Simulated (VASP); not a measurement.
# MgBe2Te2O (P-4m2) in VASP: notebook

Runs on MgBe2Te2O. Level: PBE. Tasks: single point, relaxation of cell and atoms.

Everything below comes from runs of VASP 6.6.1. Logs are shortened: lines on timing, memory, paths and dates and some standing lists are left out, and cuts for length are marked.

## (1) The cell of the first run

The structure is tetragonal, space group P-4m2 (No. 115). The conventional cell has a = 3.320 Å, b = 3.320 Å, c = 10.547 Å, α = 90.00°, β = 90.00°, γ = 90.00°. Within 3.1 Å of Mg (site symmetry -4m2) lie 4 O at 2.35 Å. Be (site symmetry 2mm) has 5 Te at 2.43 to 2.54 Å and 4 Be at 2.77 Å within 3.2 Å. Te (site symmetry 2mm) has 5 Be at 2.43 to 2.54 Å within 3.2 Å. Within 3.1 Å of O (site symmetry -4m2) lie 4 Mg at 2.35 Å.

## (2) Single point, PBE

INCAR reads:

```
  ALGO = Normal
  EDIFF = 1E-7
  ENCUT = 520
  GGA = PE
  ISIF = 2
  ISMEAR = 0
  LASPH = True
  LCHARG = True
  LELF = True
  LREAL = False
  LVHAR = True
  LWAVE = False
  NBANDS = 21
  NELM = 80
  PREC = Accurate
  SIGMA = 0.1
```

KPOINTS reads:

```
k-points
0
Gamma
  6 6 2
```

POSCAR reads:

```
MgBe2Te2O
1.0
    3.3199967967      0.0000000000      0.0000000000
    0.0000000000      3.3199967967      0.0000000000
    0.0000000000      0.0000000000     10.5470148249
Mg Be Te O
1 2 2 1
Direct
    0.0000000000      0.0000000000      0.0000000000
    0.5000000000      0.0000000000      0.5694505613
    0.0000000000      0.5000000000      0.4305494387
    0.5000000000      0.0000000000      0.3392178976
    0.0000000000      0.5000000000      0.6607821024
    0.5000000000      0.5000000000      0.0000000000
```

Potentials or basis: VASP PAW PBE potentials, release 64 (Mg, Be, Te, O).

Launch:

```
$ cat potpaw_PBE.64/Mg/POTCAR potpaw_PBE.64/Be/POTCAR potpaw_PBE.64/Te/POTCAR potpaw_PBE.64/O/POTCAR > POTCAR
$ mpirun -np 1 vasp_std > vasp.out
```

OUTCAR:

```text
EDIFF = 1E-7
   ENCUT = 520
   GGA = PE
   ISIF = 2
   ISMEAR = 0
   LASPH = True
   LREAL = False
   NELM = 80
   PREC = Accurate

 ion  position               nearest neighbor table
   1  0.000  0.000  0.000-   6 2.35   6 2.35   6 2.35   6 2.35
   2  0.500  0.000  0.569-   4 2.43   5 2.54   5 2.54   5 2.54   5 2.54
   3  0.000  0.500  0.431-   5 2.43   4 2.54   4 2.54   4 2.54   4 2.54
   4  0.500  0.000  0.339-   2 2.43   3 2.54   3 2.54   3 2.54   3 2.54
   5  0.000  0.500  0.661-   3 2.43   2 2.54   2 2.54   2 2.54   2 2.54
   6  0.500  0.500  0.000-   1 2.35   1 2.35   1 2.35   1 2.35

  LATTYP: Found a simple tetragonal cell.
 ALAT       =     3.3199967967
 C/A-ratio  =     3.1768147594

  Lattice vectors:

 A1 = (   3.3199967967,   0.0000000000,   0.0000000000)
 A2 = (   0.0000000000,   3.3199967967,   0.0000000000)
 A3 = (   0.0000000000,   0.0000000000,  10.5470148249)

Analysis of symmetry for initial positions (statically):
=====================================================================
 Subroutine PRICEL returns:
 Original cell was already a primitive cell.

 Routine SETGRP: Setting up the symmetry group for a
 simple tetragonal supercell.

 Subroutine GETGRP returns: Found  8 space group operations
 (whereof  8 operations were pure point group operations)
 out of a pool of 16 trial point group operations.

The static configuration has the point symmetry D_2d.

Analysis of symmetry for dynamics (positions and initial velocities):
=====================================================================
 Subroutine PRICEL returns:
 Original cell was already a primitive cell.

 Routine SETGRP: Setting up the symmetry group for a
 simple tetragonal supercell.

 Subroutine GETGRP returns: Found  8 space group operations
 (whereof  8 operations were pure point group operations)
 out of a pool of 16 trial point group operations.

The dynamic configuration has the point symmetry D_2d.

 Subroutine INISYM returns: Found  8 space group operations
 (whereof  8 operations are pure point group operations),
 and found     1 'primitive' translations

----------------------------------------------------------------------------------------

                                     Primitive cell

  volume of cell :     116.2532

[... 90 lines left out ...]
   NELM   =     80;   NELMIN=  2; NELMDL= -5     # of ELM steps
   EDIFF  = 0.1E-06   stopping-criterion for ELM
   LREAL  =      F    real-space projection
   EDIFFG = 0.1E-05   stopping-criterion for IOM
   NSW    =      0    number of steps for IOM
   IBRION =     -1    ionic relax: 0-MD 1-quasi-New 2-CG
   NFREE  =      0    steps in history (QN), initial steepest desc. (CG)
   ISIF   =      2    stress and relaxation
   ISYM   =      2    0-nonsym 1-usesym 2-fastsym
   POTIM  = 0.5000    time-step for ionic-motion
   TEBEG  =    0.0;   TEEND  =   0.0 temperature during run
   PSTRESS=    0.0 pullay stress
   NELECT =      24.0000    total number of electrons
   NUPDOWN=      -1.0000    fix difference up-down
   EMIN   =  10.00;   EMAX   =-10.00  energy-range for DOS
   EFERMI =   0.00;   METHOD = LEGACY
   ISMEAR =     0;   SIGMA  =   0.10  broadening in eV -4-tet -1-fermi 0-gaus
   EFERMI_NEDOS =   21; number of points for ismear=-14 and -15
   IALGO  =     38    algorithm
   IMIX   =      4    mixing-type and parameters
     AMIX     =   0.40;   BMIX     =  1.00
     AMIX_MAG =   1.60;   BMIX_MAG =  1.00
  volume/ion in A,a.u.               =      19.38       130.75
  Fermi-wavevector in a.u.,A,eV,Ry     =   0.967558  1.828419 12.737342  0.936168
  Thomas-Fermi vector in A             =   2.097454
   LORBIT       =      0    0 simple, 1 ext, 2 COOP (PROOUT), +10 PAW based schemes
   GGA     = PE    functional components
   LHFCALC =     F    Hartree Fock is set to
   AEXX    =    0.0000 exact exchange contribution
   IVDW    =     0    specifies the selected vdW correction
   LEPSILON=     F    determine dielectric tensor
   LRPA    =     F    only Hartree local field effects (RPA)
 non-spin polarized calculation
 Gauss-broadening in eV      SIGMA  =   0.10
  energy-cutoff  :      520.00
  volume of cell :      116.25
 maximum number of plane-waves:      3160
 NGX is ok and might be reduce to    28
   NGX = 13   NGY = 13   NGZ = 39

 number of electron      24.0000004 magnetization

 Free energy of the ion-electron system (eV)
  ---------------------------------------------------
  ext. energy  EPLUGINS =         0.00000000
  ---------------------------------------------------
  free energy    TOTEN  =       -22.54778164 eV

  energy without entropy =      -22.54084745  energy(sigma->0) =      -22.54431454

 E-fermi :   5.3365     XC(G=0):  -9.0613

 val. band max:        5.3347808529   @ k =   0.1667   0.0000   0.0000
 cond. band min:       5.3387006249   @ k =   0.1667   0.0000   0.5000
 fundamental gap:      0.0039197720
 Fermi energy:         5.3364556139

 k-point     1 :       0.0000    0.0000    0.0000
  band No.  band energies     occupation
      1     -11.2993      2.00000
      2      -9.0594      2.00000
      3      -8.0828      2.00000
      4      -1.4946      2.00000
      5       1.4694      2.00000
      6       3.3436      2.00000
[... 469 lines left out ...]
     20      11.1168      0.00000
     21      11.9955      0.00000

------------------------ aborting loop because EDIFF is reached ----------------------------------------

  FORCE on cell =-STRESS in cart. coord.  units (eV):
  Direction    XX          YY          ZZ          XY          YZ          ZX
  --------------------------------------------------------------------------------------
  -------------------------------------------------------------------------------------
  Total       -0.0234710     -0.0234710      0.1351729      0.0000000      0.0000000      0.0000000
  in kB       -0.3234728     -0.3234728      1.8629245      0.0000000      0.0000000      0.0000000
  external PRESSURE =       0.4053263 kB  Pullay stress =       0.0000000 kB

 VOLUME and BASIS-vectors are now :
 -----------------------------------------------------------------------------
  energy-cutoff  :      520.00
  volume of cell :      116.25
      direct lattice vectors                 reciprocal lattice vectors
     3.319996797  0.000000000  0.000000000     0.301205110  0.000000000  0.000000000
     0.000000000  3.319996797  0.000000000     0.000000000  0.301205110  0.000000000
     0.000000000  0.000000000 10.547014825     0.000000000  0.000000000  0.094813558

 POSITION                                       TOTAL-FORCE (eV/Angst)
 -----------------------------------------------------------------------------------
      0.00000      0.00000      0.00000        -0.000000      0.000000      0.000000
      1.66000      0.00000      6.00600        -0.000000      0.000000     -0.007396
      0.00000      1.66000      4.54101        -0.000000      0.000000      0.007396
      1.66000      0.00000      3.57774         0.000000      0.000000     -0.030288
      0.00000      1.66000      6.96928         0.000000      0.000000      0.030288
      1.66000      1.66000      0.00000        -0.000000     -0.000000      0.000000
 -----------------------------------------------------------------------------------
    total drift:                                0.000000      0.000000     -0.000000

  FREE ENERGIE OF THE ION-ELECTRON SYSTEM (eV)
  ---------------------------------------------------
  free  energy   TOTEN  =       -22.5477816393 eV

  energy  without entropy=      -22.5408474502  energy(sigma->0) =      -22.54431454
```

Run time: 35 s. Hardware: 1 thread of Intel Xeon 6975P-C, shared host; peak memory 0.27 GiB.

Results:

| Item | Value |
| --- | --- |
| Free energy | -22.5478 eV |
| Pressure | 0.0 GPa |
| Largest force | 0.030 eV/Å |
| Band gap on the k mesh | zero (band 12 reaches 6.28 eV, above the bottom of band 13 at 4.56 eV) |

Forces in eV/Å, atoms in the order of the input:
```
Mg   0.000  0.000  0.000
Be   0.000  0.000 -0.007
Be   0.000  0.000  0.007
Te   0.000  0.000 -0.030
Te   0.000  0.000  0.030
O    0.000  0.000  0.000
```

Stress tensor (GPa, compression positive):
```
-0.03  0.00  0.00
 0.00 -0.03  0.00
 0.00  0.00  0.19
```

Levels at points of the mesh, in eV from the Fermi level:
```tsv
k point	band 10	band 11	band 12	band 13	band 14	band 15
(0.00, 0.00, 0.00)	-1.67	-0.35	-0.35	0.10	2.25	2.79
(0.50, 0.00, 0.00)	-1.66	0.92	0.95	1.56	2.43	3.79
(0.50, 0.50, 0.00)	-2.97	-2.97	-1.31	-0.74	-0.74	1.19
(0.00, 0.00, 0.50)	-1.80	-0.35	-0.35	1.03	2.08	2.31
(0.50, 0.00, 0.50)	-1.62	0.92	0.95	1.87	2.01	3.59
(0.50, 0.50, 0.50)	-2.93	-2.93	-1.35	-0.78	-0.78	1.32
```

Caveat: spin-orbit coupling is left out, which moves the levels of the heavy elements.

## (3) Relaxation of cell and atoms, PBE

This run uses another cell than the first one, of 19.45 Å³/atom, 1.004 times its volume.

INCAR reads:

```
SYSTEM = MgBe2Te2O
  PREC = Accurate
  ENCUT = 600
  EDIFF = 1E-6
  ISMEAR = 0
  SIGMA = 0.1
  LREAL = .FALSE.
  LASPH = .TRUE.
  NELM = 100
  ALGO = Normal
  ISIF = 3
  LWAVE = .FALSE.
  LCHARG = .FALSE.
  GGA = PE
  IBRION = 2
  NSW = 90
  EDIFFG = -0.04
```

KPOINTS reads:

```
Automatic mesh
0
G
  4 4 4
  0 0 0
```

POSCAR reads:

```
MgBe2Te2O
1.0
    4.0998675600      0.0000000000      0.0000000000
    0.0000000000      4.0998675600      0.0000000000
    0.0000000000      0.0000000000      6.9442720500
Mg Be Te O
1 2 2 1
Direct
    0.0000000000      0.0000000000      0.0000000000
    0.5000000000      0.0000000000      0.8327630200
    0.0000000000      0.5000000000      0.1672369800
    0.5000000000      0.0000000000      0.3183099900
    0.0000000000      0.5000000000      0.6816900100
    0.5000000000      0.5000000000      0.0000000000
```

Potentials or basis: VASP PAW PBE potentials, release 64 (Mg, Be, Te, O).

Launch:

```
$ cat potpaw_PBE.64/Mg/POTCAR potpaw_PBE.64/Be/POTCAR potpaw_PBE.64/Te/POTCAR potpaw_PBE.64/O/POTCAR > POTCAR
$ mpirun -np 1 vasp_std > vasp.out
```

It took 15 min on 1 thread of Intel Xeon 6975P-C, shared host; peak memory 0.31 GiB.

It converged, with:

* Free energy: -21.2503 eV
* Relaxed volume: 18.13 Å³/atom
* Relaxed cell: a = 3.358 Å, b = 3.358 Å, c = 9.646 Å, α = 90.00°, β = 90.00°, γ = 90.00°
* Space group after relaxing (to 0.05 Å): P-4m2 (No. 115)
* Energy gained by relaxing: 689.4 meV/atom
* Ionic steps: 40
* Pressure after relaxing: 0.0 GPa
* Largest force after relaxing: 0.029 eV/Å
* Band gap on the k mesh: zero (band 12 reaches 7.03 eV, above the bottom of band 13 at 5.09 eV)

Forces on the atoms (eV/Å):
```
Mg   0.000  0.000  0.000
Be   0.000  0.000  0.029
Be   0.000  0.000 -0.029
Te   0.000  0.000  0.026
Te   0.000  0.000 -0.026
O    0.000  0.000  0.000
```

Step by step:
```csv
step,energy change (eV),largest force (eV/Å),pressure (GPa),volume (Å³)
1,0.0000,1.2461,-3.61,116.73
2,-0.4287,1.5427,-0.92,109.43
3,-1.0287,2.0481,15.79,88.79
4,-1.0608,2.0149,11.41,92.35
5,-1.1868,1.9796,12.00,91.66
6,-1.5453,1.7628,14.01,89.54
7,-2.0400,1.7297,20.00,85.08
8,-0.1092,2.9038,50.86,75.49
9,-2.0797,1.8767,22.32,83.94
10,-2.6856,1.4855,17.98,86.69
11,-3.6625,0.8445,10.33,94.78
12,-3.6670,0.4445,6.01,110.30
13,-3.8616,0.5563,6.89,103.86
14,-3.8717,0.5850,7.16,102.58
15,-4.0500,0.3878,2.95,105.96
16,-4.0875,0.2023,-0.53,109.39
17,-4.0902,0.2371,0.13,108.69
18,-4.0902,0.2436,0.25,108.57
19,-4.0938,0.2287,0.21,108.69
20,-4.1031,0.1879,0.06,109.05
21,-4.1156,0.1208,-0.20,109.76
22,-4.1164,0.0734,-0.73,111.14
23,-4.1208,0.1041,-0.46,110.41
24,-4.1250,0.1112,0.19,109.18
25,-4.1253,0.1123,0.38,108.84
26,-4.1281,0.0893,0.24,108.68
27,-4.1292,0.0962,-0.02,108.37
28,-4.1295,0.0675,0.08,108.46
29,-4.1302,0.0632,-0.01,108.59
30,-4.1316,0.0509,-0.25,108.96
31,-4.1316,0.0293,-0.71,109.71
32,-4.1320,0.0393,-0.51,109.34
33,-4.1323,0.0375,-0.47,109.31
34,-4.1330,0.0397,-0.39,109.25
35,-4.1341,0.0447,-0.26,109.11
36,-4.1349,0.0537,0.02,108.85
37,-4.1349,0.0526,0.01,108.88
38,-4.1351,0.0504,-0.01,108.87
39,-4.1355,0.0436,-0.02,108.83
40,-4.1363,0.0286,-0.01,108.77
```

Final structure:
```
Mg Be Te O
1.0
     3.35788    0.00000    0.00000
     0.00000    3.35788    0.00000
     0.00000    0.00000    9.64642
Mg Be Te O
1 2 2 1
Direct
  0.00000 0.00000 0.00000
  0.50000 0.00000 0.73883
  0.00000 0.50000 0.26117
  0.50000 0.00000 0.32632
  0.00000 0.50000 0.67368
  0.50000 0.50000 0.00000
```

Levels at points of the mesh, in eV from the Fermi level:
```csv
k point,band 10,band 11,band 12,band 13,band 14,band 15
"(0.00, 0.00, 0.00)",-1.58,-1.58,-1.43,-0.26,2.49,3.22
"(0.50, 0.00, 0.00)",-2.42,-0.34,0.88,0.96,1.08,2.83
"(0.50, 0.50, 0.00)",-2.12,-2.08,-2.08,-0.70,-0.70,1.17
"(0.00, 0.00, 0.50)",-1.80,-1.48,-1.48,1.00,2.16,2.57
"(0.50, 0.00, 0.50)",-1.80,0.04,0.53,0.89,0.96,2.83
"(0.50, 0.50, 0.50)",-2.19,-1.84,-1.84,-1.05,-1.05,2.33
```

Caveat: the k points lie up to 0.47 Å⁻¹ apart in the final cell; spin-orbit coupling is left out, which moves the levels of the heavy elements.

## (4) Single point, PBE

This run uses another cell than the first one, of 19.53 Å³/atom, 1.008 times its volume.

INCAR reads:

```
SYSTEM = MgBe2Te2O
PREC = Accurate
ENCUT = 520
EDIFF = 1E-7
ISMEAR = 0
SIGMA = 0.1
LREAL = .FALSE.
LASPH = .TRUE.
NELM = 100
ALGO = Normal
ISIF = 2
LWAVE = .FALSE.
LCHARG = .FALSE.
GGA = PE
NBANDS = 21
```

KPOINTS reads:

```
regular mesh
0
G
  12 12 4
  0 0 0
```

POSCAR reads:

```
MgBe2Te2O
1.0
    3.3309279308      0.0000000000      0.0000000000
    0.0000000000      3.3309279308      0.0000000000
    0.0000000000      0.0000000000     10.5598034288
Mg Be Te O
1 2 2 1
Direct
    0.0000000000      0.0000000000      0.0000000000
    0.5000000000      0.0000000000      0.5703974503
    0.0000000000      0.5000000000      0.4296025497
    0.5000000000      0.0000000000      0.3398354262
    0.0000000000      0.5000000000      0.6601645738
    0.5000000000      0.5000000000      0.0000000000
```

Launch:

```
$ cat potpaw_PBE.64/Mg/POTCAR potpaw_PBE.64/Be/POTCAR potpaw_PBE.64/Te/POTCAR potpaw_PBE.64/O/POTCAR > POTCAR
$ mpirun -np 1 vasp_std > vasp.out
```

Wall time 3 min (1 thread of Intel Xeon 6975P-C, shared host); peak memory 0.4 GiB.

The run converged. Its results:

* Free energy: -22.4802 eV
* Pressure: 0.1 GPa
* Largest force: 0.040 eV/Å
* Band gap on the k mesh: zero (band 12 reaches 6.45 eV, above the bottom of band 13 at 4.44 eV)

Forces in eV/Å, atoms in the order of the input:
```
Mg   0.000  0.000  0.000
Be   0.000  0.000  0.001
Be   0.000  0.000 -0.001
Te   0.000  0.000 -0.040
Te   0.000  0.000  0.040
O    0.000  0.000  0.000
```

Stress tensor (GPa, compression positive):
```
0.02 0.00 0.00
0.00 0.02 0.00
0.00 0.00 0.16
```

Levels at points of the mesh, in eV from the Fermi level:
| k point | band 9 | band 10 | band 11 | band 12 | band 13 | band 14 | band 15 | band 16 |
| --- | --- | --- | --- | --- | --- | --- | --- | --- |
| (0.00, 0.00, 0.00) | -1.79 | -1.66 | -0.41 | -0.41 | 0.08 | 2.14 | 2.75 | 3.72 |
| (0.50, 0.00, 0.00) | -1.74 | -1.66 | 0.86 | 0.88 | 1.57 | 2.43 | 3.71 | 3.73 |
| (0.50, 0.50, 0.00) | -3.45 | -2.99 | -2.99 | -1.32 | -0.77 | -0.77 | 1.23 | 1.61 |
| (0.00, 0.00, 0.50) | -1.80 | -1.80 | -0.41 | -0.41 | 0.99 | 2.09 | 2.20 | 3.52 |
| (0.50, 0.00, 0.50) | -1.66 | -1.62 | 0.86 | 0.88 | 1.88 | 2.01 | 3.58 | 3.71 |
| (0.50, 0.50, 0.50) | -3.47 | -2.95 | -2.95 | -1.35 | -0.80 | -0.80 | 1.37 | 1.70 |

Caveat: spin-orbit coupling is left out, which moves the levels of the heavy elements.

(Part 1 of 2 ends here.)
